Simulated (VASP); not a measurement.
# TiMoSe4 (P4/mmm) in VASP: further runs, part 3 of 3

VASP 6.6.1.

**5. Single point, PBE, collinear spin**

This run uses another cell than the first one, of 21.00 Å³/atom.

INCAR reads:

```
ALGO = Normal ; EDIFF = 1E-6
ENCUT = 520 ; GGA = PE
ISIF = 2 ; ISMEAR = 0
ISPIN = 2 ; LASPH = T
LCHARG = T ; LELF = T
LMAXMIX = 4 ; LORBIT = 11
LREAL = F ; LVHAR = T
LWAVE = F ; MAGMOM = 1 1 0 0 0 0
NBANDS = 38 ; NELM = 150
PREC = Accurate ; SIGMA = 0.15
```

KPOINTS reads:

```
k-points
0
Gamma
  3 3 2
```

POSCAR reads:

```
TiMoSe4
1.0
    4.4785875181      0.0000000000      0.0000000000
    0.0000000000      4.4785875181      0.0000000000
    0.0000000000      0.0000000000      6.2832295456
Ti Mo Se
1 1 4
Direct
    0.5000000000      0.5000000000      0.5000000000
    0.0000000000      0.0000000000      0.0000000000
    0.5000000000      0.0000000000      0.7520522051
    0.0000000000      0.5000000000      0.2479477949
    0.5000000000      0.0000000000      0.2479477949
    0.0000000000      0.5000000000      0.7520522051
```

Potentials or basis: VASP PAW PBE potentials, release 64 (Ti_sv, Mo_sv, Se).

Command:

```bash
$ cat potpaw_PBE.64/Ti_sv/POTCAR potpaw_PBE.64/Mo_sv/POTCAR potpaw_PBE.64/Se/POTCAR > POTCAR
$ mpirun -np 1 vasp_std > vasp.out
```

OUTCAR:

```text
EDIFF = 1E-6
   ENCUT = 520
   GGA = PE
   ISIF = 2
   ISMEAR = 0
   ISPIN = 2
   LASPH = T
   LORBIT = 11
   LREAL = F
   NELM = 150
   PREC = Accurate

 ion  position               nearest neighbor table
   1  0.500  0.500  0.500-   3 2.74   4 2.74   5 2.74   6 2.74   3 2.74   5 2.74   4 2.74   6 2.74

   2  0.000  0.000  0.000-   3 2.73   4 2.73   5 2.73   6 2.73   4 2.73   6 2.73   3 2.73   5 2.73

   3  0.500  0.000  0.752-   2 2.73   2 2.73   1 2.74   1 2.74
   4  0.000  0.500  0.248-   2 2.73   2 2.73   1 2.74   1 2.74
[... 704 lines left out ...]
 -----------------------------------------------------------------------------------
      2.23929      2.23929      3.14161         0.000000     -0.000000      0.000000
      0.00000      0.00000      0.00000         0.000000     -0.000000      0.000000
      2.23929      0.00000      4.72532         0.000000     -0.000000      0.007562
      0.00000      2.23929      1.55791         0.000000      0.000000     -0.007562
      2.23929      0.00000      1.55791        -0.000000     -0.000000     -0.007562
      0.00000      2.23929      4.72532         0.000000      0.000000      0.007562
 -----------------------------------------------------------------------------------
    total drift:                                0.000000      0.000000      0.000000

  FREE ENERGIE OF THE ION-ELECTRON SYSTEM (eV)
  ---------------------------------------------------
  free  energy   TOTEN  =       -35.1412007036 eV

  energy  without entropy=      -35.1043894659  energy(sigma->0) =      -35.12279508

 total charge

# of ion       s       p       d       tot
------------------------------------------
    1        2.147   6.100   1.832  10.079
    2        2.233   6.120   3.786  12.140
    3        1.480   2.308   0.046   3.834
    4        1.480   2.308   0.046   3.834
    5        1.480   2.308   0.046   3.834
    6        1.480   2.308   0.046   3.834
--------------------------------------------------
tot         10.300  21.452   5.801  37.553

 magnetization (x)

# of ion       s       p       d       tot
------------------------------------------
    1        0.015   0.014   0.513   0.542
    2        0.034   0.022   1.789   1.845
    3       -0.001  -0.057   0.010  -0.049
    4       -0.001  -0.057   0.010  -0.049
    5       -0.001  -0.057   0.010  -0.049
    6       -0.001  -0.057   0.010  -0.049
--------------------------------------------------
tot          0.043  -0.194   2.340   2.190
```

OSZICAR:

```text
N       E                     dE             d eps       ncg     rms          rms(c)
DAV:   1     0.476757298592E+03    0.47676E+03   -0.23039E+04   912   0.128E+03
DAV:   2     0.929627003064E+01   -0.46746E+03   -0.44402E+03   974   0.358E+02
DAV:   3    -0.358990372976E+02   -0.45195E+02   -0.43081E+02  1346   0.992E+01
[... 11 lines left out ...]
DAV:  15    -0.351410863411E+02   -0.18122E-02   -0.25430E-03  1062   0.341E-01    0.251E-01
DAV:  16    -0.351411793919E+02   -0.93051E-04   -0.22114E-03  1192   0.260E-01    0.152E-01
DAV:  17    -0.351411173106E+02    0.62081E-04   -0.64943E-04  1098   0.131E-01    0.729E-02
DAV:  18    -0.351411981767E+02   -0.80866E-04   -0.21712E-04  1052   0.737E-02    0.184E-02
DAV:  19    -0.351411998166E+02   -0.16399E-05   -0.16270E-05  1096   0.217E-02    0.723E-03
DAV:  20    -0.351412007036E+02   -0.88701E-06   -0.12266E-06   810   0.577E-03
   1 F= -.35141201E+02 E0= -.35122795E+02  d E =-.368112E-01  mag=     2.6559
```

It took 2.7 min on 1 thread of Intel Xeon 8259CL, shared host; peak memory 0.3 GiB.

What came out:

```yaml
Free_energy: -35.1412 eV
Pressure: 0.4 GPa
Largest_force: 0.008 eV/Å
Net_moment: 2.66 μB per cell
Site_moments: Ti +0.54; Mo +1.84; Se -0.05 μB
Valence_electrons_inside_the_program's_atomic_spheres: Ti 10.08; Mo 12.14; Se 3.83
```

Forces in eV/Å, atoms in the order of the input:
```
Ti   0.000  0.000  0.000
Mo   0.000  0.000  0.000
Se   0.000  0.000  0.008
Se   0.000  0.000 -0.008
Se   0.000  0.000 -0.008
Se   0.000  0.000  0.008
```

Levels at points of the mesh, in eV from the Fermi level:
Spin up:
| k point | band 22 | band 23 | band 24 | band 25 | band 26 | band 27 | band 28 | band 29 | band 30 | band 31 |
| --- | --- | --- | --- | --- | --- | --- | --- | --- | --- | --- |
| (0.00, 0.00, 0.00) | -1.58 | -0.31 | -0.31 | -0.18 | -0.14 | 0.07 | 0.85 | 1.42 | 2.75 | 2.75 |
| (0.00, 0.00, 0.50) | -1.17 | -1.17 | -0.95 | -0.74 | -0.74 | 0.01 | 0.32 | 2.13 | 2.13 | 2.20 |
Spin down:
```tsv
k point	band 20	band 21	band 22	band 23	band 24	band 25	band 26	band 27	band 28	band 29
(0.00, 0.00, 0.00)	-1.49	-0.33	-0.33	-0.19	0.04	0.22	0.33	1.14	1.37	1.43
(0.00, 0.00, 0.50)	-2.35	-0.89	-0.89	-0.63	-0.63	0.37	0.60	0.75	0.94	2.39
```

Caveat: the k points lie up to 0.50 Å⁻¹ apart.

**6. Single point, PBE, collinear spin**

This run uses another cell than the first one, of 21.76 Å³/atom.

INCAR reads:

```
SYSTEM = TiMoSe4
PREC = Accurate
ENCUT = 520
EDIFF = 1E-6
ISMEAR = 0
SIGMA = 0.15
LREAL = .FALSE.
LASPH = .TRUE.
NELM = 150
ALGO = Normal
ISIF = 2
LWAVE = .FALSE.
LCHARG = .FALSE.
ISPIN = 2
MAGMOM = 1 1 0 0 0 0
LORBIT = 11
LMAXMIX = 4
GGA = PE
NBANDS = 38
```

KPOINTS reads:

```
regular mesh
0
G
  4 4 1
  0 0 0
```

POSCAR reads:

```
TiMoSe4
1.0
    3.1495912762      0.0000000000      0.0000000000
    0.0000000000      3.1495912762      0.0000000000
    0.0000000000      0.0000000000     13.1587763427
Ti Mo Se
1 1 4
Direct
    0.0000000000      0.0000000000      0.5000000000
    0.0000000000      0.0000000000      0.0000000000
    0.5000000000      0.5000000000      0.3849017756
    0.5000000000      0.5000000000      0.8842937328
    0.5000000000      0.5000000000      0.1157062672
    0.5000000000      0.5000000000      0.6150982244
```

Potentials or basis: VASP PAW PBE potentials, release 64 (Ti_sv, Mo_sv, Se).

Command:

```bash
$ cat potpaw_PBE.64/Ti_sv/POTCAR potpaw_PBE.64/Mo_sv/POTCAR potpaw_PBE.64/Se/POTCAR > POTCAR
$ mpirun -np 1 vasp_std > vasp.out
```

Run time: 2.9 min. Hardware: 1 thread of Intel Xeon 8259CL, shared host; peak memory 0.28 GiB.

The run converged. Its results:

* Free energy: -36.0906 eV
* Pressure: 0.1 GPa
* Largest force: 0.063 eV/Å
* Band gap on the k mesh: zero (filled and empty bands overlap)
* Net moment: 0.00 μB per cell
* Valence electrons inside the program's atomic spheres: Ti 10.20; Mo 12.29; Se 3.84, 3.79 (each value once)

Forces in eV/Å, atoms in the order of the input:
```
Ti   0.000  0.000  0.000
Mo   0.000  0.000  0.000
Se   0.000  0.000 -0.063
Se   0.000  0.000 -0.023
Se   0.000  0.000  0.023
Se   0.000  0.000  0.063
```

Stress tensor (GPa, compression positive):
```
-0.07  0.00  0.00
 0.00 -0.07  0.00
 0.00  0.00  0.58
```

Levels at points of the mesh, in eV from the Fermi level:
Spin up:
```csv
k point,band 23,band 24,band 25,band 26,band 27,band 28
"(0.00, 0.00, 0.00)",-0.54,-0.54,-0.25,-0.06,-0.06,0.48
"(0.50, 0.00, 0.00)",-1.28,-0.44,-0.11,0.82,1.12,1.44
"(0.50, 0.50, 0.00)",-0.70,-0.53,0.45,1.08,1.98,2.19
```
Spin down:
| k point | band 22 | band 23 | band 24 | band 25 | band 26 | band 27 | band 28 | band 29 |
| --- | --- | --- | --- | --- | --- | --- | --- | --- |
| (0.00, 0.00, 0.00) | -0.62 | -0.54 | -0.54 | -0.25 | -0.06 | -0.06 | 0.48 | 0.99 |
| (0.50, 0.00, 0.00) | -1.31 | -1.28 | -0.44 | -0.11 | 0.82 | 1.12 | 1.44 | 1.77 |
| (0.50, 0.50, 0.00) | -3.46 | -0.70 | -0.53 | 0.45 | 1.08 | 1.98 | 2.19 | 2.19 |

Caveat: the k points lie up to 0.50 Å⁻¹ apart, too coarse for converged energies and pressures of a metal; this functional lacks dispersion, which binds the layers, so the pressure and a relaxed spacing across them are unreliable.

**7. Single point, PBE, collinear spin**

This run uses another cell than the first one, of 23.47 Å³/atom.

INCAR reads:

```
  ALGO = Normal
  EDIFF = 1E-6
  ENCUT = 520
  GGA = PE
  ISIF = 2
  ISMEAR = 0
  ISPIN = 2
  LASPH = True
  LCHARG = False
  LMAXMIX = 4
  LORBIT = 11
  LREAL = False
  LWAVE = False
  MAGMOM = 1 1 0 0 0 0
  NBANDS = 38
  NELM = 150
  PREC = Accurate
  SIGMA = 0.15
```

KPOINTS reads:

```
k-points
0
Gamma
  2 2 3
```

POSCAR reads:

```
TiMoSe4
1.0
    5.0254407339      0.0000000000      0.0000000000
    0.0000000000      5.0254407339      0.0000000000
    0.0000000000      0.0000000000      5.5756301376
Ti Mo Se
1 1 4
Direct
    0.0000000000      0.0000000000      0.5000000000
    0.0000000000      0.0000000000      0.0000000000
    0.0000000000      0.5000000000      0.5000000000
    0.5000000000      0.0000000000      0.5000000000
    0.0000000000      0.5000000000      0.0000000000
    0.5000000000      0.0000000000      0.0000000000
```

Command:

```bash
$ cat potpaw_PBE.64/Ti_sv/POTCAR potpaw_PBE.64/Mo_sv/POTCAR potpaw_PBE.64/Se/POTCAR > POTCAR
$ mpirun -np 1 vasp_std > vasp.out
```

Wall time 2.9 min (1 thread of Intel Xeon 8259CL, shared host); peak memory 0.32 GiB.

Results (log left out):

```
Free energy                                           : -32.4668 eV
Pressure                                              : 0.0 GPa
Net moment                                            : -0.05 μB per cell
Site moments                                          : Ti -0.35; Mo +0.31; Se +0.04, -0.02 (each value once) μB
Valence electrons inside the program's atomic spheres : Ti 10.21; Mo 12.36; Se 3.82, 3.79 (each value once)
```

Stress tensor (GPa, compression positive):
```
-0.28  0.00  0.00
 0.00 -0.28  0.00
 0.00  0.00  0.67
```

Levels at points of the mesh, in eV from the Fermi level:
Spin up:
```csv
k point,band 21,band 22,band 23,band 24,band 25,band 26,band 27,band 28
"(0.00, 0.00, 0.00)",-1.89,-1.72,-1.72,-1.31,0.09,0.09,0.26,0.41
"(0.50, 0.00, 0.00)",-1.86,-1.84,-1.78,-0.92,-0.19,0.99,1.00,1.10
"(0.50, 0.50, 0.00)",-2.16,-0.78,-0.18,-0.18,0.92,1.11,1.11,1.12
```
Spin down:
| k point | band 22 | band 23 | band 24 | band 25 | band 26 | band 27 | band 28 | band 29 |
| --- | --- | --- | --- | --- | --- | --- | --- | --- |
| (0.00, 0.00, 0.00) | -1.71 | -1.71 | -1.24 | -0.06 | 0.11 | 0.11 | 0.40 | 1.22 |
| (0.50, 0.00, 0.00) | -1.79 | -1.76 | -0.91 | -0.04 | 0.91 | 0.94 | 1.07 | 1.54 |
| (0.50, 0.50, 0.00) | -0.77 | -0.02 | -0.02 | 0.94 | 0.95 | 0.95 | 1.06 | 1.46 |

Caveat: the k points lie up to 0.63 Å⁻¹ apart.

**8. The runs side by side**

| task | cell | k mesh | cutoff (eV) | gap on the mesh (eV) | pressure (GPa) | moment (μB) | relaxed volume (Å³/atom) | largest force (eV/Å) |
| --- | --- | --- | --- | --- | --- | --- | --- | --- |
| relaxation of cell and atoms | relaxed from a = 6.411, b = 6.411, c = 4.236 Å, 6 atoms, atomic positions A | 2 × 2 × 3 | 600 | none | 0.0 | 0.00 | 23.42 | - |
| relaxation of cell and atoms | relaxed from a = 5.884, b = 5.884, c = 4.318 Å, 6 atoms, atomic positions B | 2 × 2 × 3 | 600 | none | 0.1 | 1.77 | 26.15 | 0.04 |
| single point | a = 6.183, b = 6.183, c = 3.276 Å, 6 atoms, atomic positions C | 2 × 2 × 3 | 520 | none | 0.1 | 2.59 | - | 0.01 |
| single point | a = 4.479, b = 4.479, c = 6.283 Å, 6 atoms, atomic positions D | 3 × 3 × 2 | 520 | none | 0.4 | 2.66 | - | 0.01 |
| single point | a = 3.150, b = 3.150, c = 13.159 Å, 6 atoms, atomic positions E | 4 × 4 × 1 | 520 | none | 0.1 | 0.00 | - | 0.06 |
| single point | a = 5.025, b = 5.025, c = 5.576 Å, 6 atoms, atomic positions A | 2 × 2 × 3 | 520 | none | 0.0 | 0.05 | - | - |

Alike in all rows: level PBE; potentials or basis VASP PAW PBE potentials, release 64 (Ti_sv, Mo_sv, Se); spin collinear; smearing gaussian 0.15 eV.

Caveats: all runs use coarse meshes; the volume moved by over 15 % at a fixed basis, so the end points are rough (at least some runs); a cell axis changed by over 15 % at a fixed basis, so the end point is rough (at least some runs); the relaxation stopped at a loose force limit of 0.08 eV/Å, so its end isn't a converged minimum (at least some runs); this functional lacks dispersion, which binds the layers, so the pressure and a relaxed spacing across them are unreliable (at least some runs).

Total energies depend on the potentials used, so only differences within one code and one set of settings carry meaning.
